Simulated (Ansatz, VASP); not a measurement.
## NaSc2O3: VASP beside Ansatz

```xyz
6
Lattice="5.6218 0.0000 0.0000 -2.8109 4.8686 0.0000 0.0000 0.0000 2.8603" Properties=species:S:1:pos:R:3 pbc="T T T"
Na    0.0000    0.0000    1.4302
Sc    0.0000    3.2457    1.4302
Sc    2.8109    1.6229    1.4302
O     1.4054    2.4343    0.0000
O    -1.4054    2.4343    0.0000
O     2.8109    0.0000    0.0000
```

Alike in both runs: functional PBE; k mesh 9 × 9 × 14; occupations gaussian, width 0.1 eV; no spin polarisation.

Ansatz relaxed the structure, and its values are those at the end. VASP's run is a single point on that final structure, the one shown.

```csv
,VASP,Ansatz
version,VASP 6.6.1,Ansatz 0.2.0
potentials or method,"VASP PAW PBE potentials, release 64 (Na_pv, Sc_sv, O), cutoff 520 eV","scalar-relativistic, plane waves, PAW"
valence electrons in the cell,47,49
```

Ansatz gave:

- gap on the k mesh at the Fermi level (eV): none
- pressure (GPa): 0.0

Question: Estimate VASP's values.

Answer: gap on the k mesh at the Fermi level (eV): none; pressure (GPa): 0.7.

A gap of «none» marks a metal or a gap that the smearing closes. VASP's potentials hold 47 valence electrons a cell and Ansatz's 49, so a difference there can come from the potentials and not from the codes.
